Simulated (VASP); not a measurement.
# BaTe in VASP: a series of runs, part 2 of 2

VASP 6.6.1.

### Step 3. Single point, PBE (uniaxial z strain +2.0%)

INCAR

```
PREC = Accurate
ENCUT = 520
EDIFF = 1E-7
ISMEAR = -1
SIGMA = 0.02
LREAL = False
LASPH = True
NELM = 80
ALGO = Normal
ISIF = 2
LWAVE = False
LCHARG = False
GGA = PE
NBANDS = 15
```

KPOINTS

```
regular mesh
0
Gamma
  6 6 6
```

POSCAR

```
BaTe
1.0
    0.0000000000      3.5323868452      3.6030345821
    3.5323868452      0.0000000000      3.6030345821
    3.5323868452      3.5323868452      0.0000000000
Ba Te
1 1
Direct
    0.0000000000      0.0000000000      0.0000000000
    0.5000000000      0.5000000000      0.5000000000
```

Potentials or basis: VASP PAW PBE potentials, release 64 (Ba_sv, Te).

Started as:

```
$ cat potpaw_PBE.64/Ba_sv/POTCAR potpaw_PBE.64/Te/POTCAR > POTCAR
$ mpirun -np 1 vasp_std > vasp.out
```

OUTCAR:

```text
PREC = Accurate
   ENCUT = 520
   EDIFF = 1E-7
   ISMEAR = -1
   LREAL = False
   LASPH = True
   NELM = 80
   ISIF = 2
   GGA = PE

 ion  position               nearest neighbor table
   1  0.000  0.000  0.000-   2 3.53   2 3.53   2 3.53   2 3.53   2 3.60   2 3.60
   2  0.500  0.500  0.500-   1 3.53   1 3.53   1 3.53   1 3.53   1 3.60   1 3.60

  LATTYP: Found a body centered tetragonal cell.
 ALAT       =     4.9955493840
 C/A-ratio  =     1.4424978336

  Lattice vectors:

 A1 = (  -3.5323868452,   0.0000000000,   3.6030345821)
 A2 = (   3.5323868452,   0.0000000000,   3.6030345821)
 A3 = (   0.0000000000,   3.5323868452,  -3.6030345821)

Analysis of symmetry for initial positions (statically):
=====================================================================
 Subroutine PRICEL returns:
 Original cell was already a primitive cell.

 Routine SETGRP: Setting up the symmetry group for a
 body centered tetragonal supercell.

 Subroutine GETGRP returns: Found 16 space group operations
 (whereof 16 operations were pure point group operations)
 out of a pool of 16 trial point group operations.

The static configuration has the point symmetry D_4h.

Analysis of symmetry for dynamics (positions and initial velocities):
=====================================================================
 Subroutine PRICEL returns:
 Original cell was already a primitive cell.

 Routine SETGRP: Setting up the symmetry group for a
 body centered tetragonal supercell.

 Subroutine GETGRP returns: Found 16 space group operations
 (whereof 16 operations were pure point group operations)
 out of a pool of 16 trial point group operations.

The dynamic configuration has the point symmetry D_4h.

 Subroutine INISYM returns: Found 16 space group operations
 (whereof 16 operations are pure point group operations),
 and found     1 'primitive' translations

----------------------------------------------------------------------------------------

                                     Primitive cell

  volume of cell :      89.9156

[... 118 lines left out ...]
   LRPA    =     F    only Hartree local field effects (RPA)
 non-spin polarized calculation
  energy-cutoff  :      520.00
  volume of cell :       89.92
 maximum number of plane-waves:      2445
 NGX is ok and might be reduce to    40
   NGX = 19   NGY = 19   NGZ = 19

 number of electron      16.0000000 magnetization

 Free energy of the ion-electron system (eV)
  ---------------------------------------------------
  ext. energy  EPLUGINS =         0.00000000
  ---------------------------------------------------
  free energy    TOTEN  =        -8.62452313 eV

  energy without entropy =       -8.62452313  energy(sigma->0) =       -8.62452313

 E-fermi :   2.4940     XC(G=0):  -8.0569

 val. band max:        2.0002033515   @ k =   0.0000   0.0000   0.0000
 cond. band min:       3.6036808692   @ k =   0.5000   0.5000   0.0000
 fundamental gap:      1.6034775178
 Fermi energy:         2.4939565802

 k-point     1 :       0.0000    0.0000    0.0000
  band No.  band energies     occupation
      1     -25.1599      2.00000
      2     -10.3011      2.00000
      3     -10.2994      2.00000
      4     -10.2994      2.00000
      5      -7.4536      2.00000
      6       1.9605      2.00000
      7       2.0002      2.00000
      8       2.0002      2.00000
      9       4.6995      0.00000
     10       4.8591      0.00000
     11       4.9767      0.00000
     12       4.9767      0.00000
     13       5.4863      0.00000
     14       5.5438      0.00000
[... 401 lines left out ...]
      2     -10.4835      2.00000
      3     -10.3886      2.00000
      4     -10.3561      2.00000
      5      -7.1518      2.00000
      6       0.7336      2.00000
      7       1.2008      2.00000
      8       1.4102      2.00000
      9       4.1516      0.00000
     10       6.7231      0.00000
     11       6.9402      0.00000
     12       7.1679      0.00000
     13       7.3282      0.00000
     14       7.6513      0.00000
     15       9.5144      0.00000

 [... further k-points ...]

------------------------ aborting loop because EDIFF is reached ----------------------------------------

  FORCE on cell =-STRESS in cart. coord.  units (eV):
  Direction    XX          YY          ZZ          XY          YZ          ZX
  --------------------------------------------------------------------------------------
  -------------------------------------------------------------------------------------
  Total        0.0655436      0.0655436     -0.5204552      0.0000000      0.0000000      0.0000000
  in kB        1.1679005      1.1679005     -9.2738270      0.0000000      0.0000000      0.0000000
  external PRESSURE =      -2.3126753 kB  Pullay stress =       0.0000000 kB

 VOLUME and BASIS-vectors are now :
 -----------------------------------------------------------------------------
  energy-cutoff  :      520.00
  volume of cell :       89.92
      direct lattice vectors                 reciprocal lattice vectors
     0.000000000  3.532386845  3.603034582    -0.141547351  0.141547351  0.138771913
     3.532386845  0.000000000  3.603034582     0.141547351 -0.141547351  0.138771913
     3.532386845  3.532386845  0.000000000     0.141547351  0.141547351 -0.138771913

 POSITION                                       TOTAL-FORCE (eV/Angst)
 -----------------------------------------------------------------------------------
      0.00000      0.00000      0.00000         0.000000     -0.000000      0.000000
      3.53239      3.53239      3.60303        -0.000000      0.000000     -0.000000
 -----------------------------------------------------------------------------------
    total drift:                                0.000000     -0.000000     -0.000000

  FREE ENERGIE OF THE ION-ELECTRON SYSTEM (eV)
  ---------------------------------------------------
  free  energy   TOTEN  =        -8.6245231251 eV

  energy  without entropy=       -8.6245231251  energy(sigma->0) =       -8.62452313
```

OSZICAR:

```text
N       E                     dE             d eps       ncg     rms          rms(c)
DAV:   1     0.854603674903E+02    0.85460E+02   -0.61750E+03   900   0.887E+02
DAV:   2    -0.312486187207E+01   -0.88585E+02   -0.80856E+02  1222   0.156E+02
DAV:   3    -0.858129490024E+01   -0.54564E+01   -0.54250E+01  1219   0.414E+01
DAV:   4    -0.873488666813E+01   -0.15359E+00   -0.15355E+00  1224   0.684E+00
DAV:   5    -0.873696513718E+01   -0.20785E-02   -0.20784E-02  1239   0.712E-01    0.350E+00
DAV:   6    -0.861401592308E+01    0.12295E+00   -0.14368E-01  1089   0.185E+00    0.230E+00
DAV:   7    -0.861636473204E+01   -0.23488E-02   -0.11636E-01  1082   0.185E+00    0.838E-01
DAV:   8    -0.862391245225E+01   -0.75477E-02   -0.16185E-02   984   0.843E-01    0.198E-01
DAV:   9    -0.862427519451E+01   -0.36274E-03   -0.10063E-03  1194   0.196E-01    0.696E-02
DAV:  10    -0.862451011006E+01   -0.23492E-03   -0.43867E-04   970   0.139E-01    0.222E-02
DAV:  11    -0.862452645072E+01   -0.16341E-04   -0.50053E-05  1174   0.394E-02    0.244E-02
DAV:  12    -0.862452200045E+01    0.44503E-05   -0.13787E-05  1089   0.191E-02    0.109E-02
DAV:  13    -0.862452289809E+01   -0.89764E-06   -0.96063E-07   985   0.550E-03    0.200E-03
DAV:  14    -0.862452303339E+01   -0.13529E-06   -0.13918E-08   772   0.735E-04    0.524E-04
DAV:  15    -0.862452313649E+01   -0.10310E-06   -0.14096E-08   618   0.800E-04    0.138E-04
DAV:  16    -0.862452312514E+01    0.11345E-07   -0.16046E-09   541   0.236E-04
   1 F= -.86245231E+01 E0= -.86245231E+01  d E =-.194046E-12
```

stdout:

```text
POSCAR found type information on POSCAR BaTe
 POSCAR found :  2 types and       2 ions
 scaLAPACK will be used
 LDA part: xc-table for (Slater+PW92), standard interpolation
 POSCAR, INCAR and KPOINTS ok, starting setup
 FFT: planning ... GRIDC
 FFT: planning ... GRID_SOFT
 FFT: planning ... GRID
 WAVECAR not read
 entering main loop
```

Run time: 39 s. Hardware: 1 thread of Intel Xeon Platinum 8375C at 2.90GHz (Ice Lake), shared host; peak memory 0.25 GiB.

What came out:

```yaml
Free_energy: -8.6245 eV
Pressure: -0.2 GPa
Band_gap_on_the_k_mesh: 1.60 eV, indirect (least direct gap 1.97 eV)
```

Levels at points of the mesh, in eV from the valence-band top:
| k point | band 5 | band 6 | band 7 | band 8 | band 9 | band 10 | band 11 | band 12 |
| --- | --- | --- | --- | --- | --- | --- | --- | --- |
| (0.00, 0.00, 0.00) | -9.45 | -0.04 | 0.00 | 0.00 | 2.70 | 2.86 | 2.98 | 2.98 |
| (0.50, 0.00, 0.00) | -8.84 | -2.12 | -1.06 | -1.05 | 4.11 | 4.63 | 4.75 | 4.80 |
| (0.50, 0.50, 0.00) | -9.27 | -1.17 | -0.36 | -0.36 | 1.60 | 4.31 | 4.44 | 5.33 |
| (0.50, 0.00, 0.50) | -9.26 | -1.10 | -0.42 | -0.40 | 1.60 | 4.30 | 4.48 | 5.38 |

Caveat: the cell differs from its parent crystal (uniaxial z strain +2.0%); spin-orbit coupling is left out, which moves the levels of the heavy elements. A k mesh can miss the band edges.
